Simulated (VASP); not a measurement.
A run of VASP 6.6.1 is set up as follows.

File INCAR:

```
PREC     = Accurate       # precision mode
ENCUT    = 520            # plane-wave cutoff, eV
EDIFF    = 1E-6           # SCF threshold, eV
ISMEAR   = 0              # smearing method
SIGMA    = 0.05           # smearing width, eV
LREAL    = F              # projectors in reciprocal space
LASPH    = T              # aspherical terms in the spheres
NELM     = 150            # most SCF steps
ALGO     = Normal         # electronic algorithm
ISIF     = 2              # what is computed and relaxed
LWAVE    = F              # write WAVECAR
LCHARG   = F              # write CHGCAR
LMAXMIX  = 4              # l up to which the mixer works
LDAU     = T              # DFT+U
LDAUTYPE = 2            
LDAUL    = -1 2 -1        # shell
LDAUU    = 0 4 0          # U, eV
LDAUJ    = 0 0 0        
LDAUPRINT= 1            
GGA      = PE             # functional
NBANDS   = 28             # bands
```

The input KPOINTS:

```
regular mesh
0
Gamma
  6 6 6
```

The input POSCAR:

```
SrTiO3
1.0
    3.9471047620      0.0000000000      0.0000000000
    0.0000000000      3.9471047620      0.0000000000
    0.0000000000      0.0000000000      3.9471047620
Sr Ti O
1 1 3
Direct
    0.0000000000      0.0000000000      0.0000000000
    0.5000000000      0.5000000000      0.5000000000
    0.0000000000      0.5000000000      0.5000000000
    0.5000000000      0.0000000000      0.5000000000
    0.5000000000      0.5000000000      0.0000000000
```

Potentials or basis: VASP PAW PBE potentials, release 64 (Sr_sv, Ti_sv, O).

Run with:

```bash
$ cat potpaw_PBE.64/Sr_sv/POTCAR potpaw_PBE.64/Ti_sv/POTCAR potpaw_PBE.64/O/POTCAR > POTCAR
$ mpirun -np 1 vasp_std > vasp.out
```

Problem. Predict the band gap on the k mesh.

Solution. 2.31 eV, indirect (least direct gap 2.74 eV).

Problem. What does it give for the pressure?

Solution. 2.7 GPa.

Eigenvalues of the final occupation matrices:
```tsv
site	spin	trace	eigenvalues
site 2 d	1	0.80	0.10 0.10 0.10 0.25 0.25
site 2 d	2	0.80	0.10 0.10 0.10 0.25 0.25
```

A k mesh can miss the band edges.
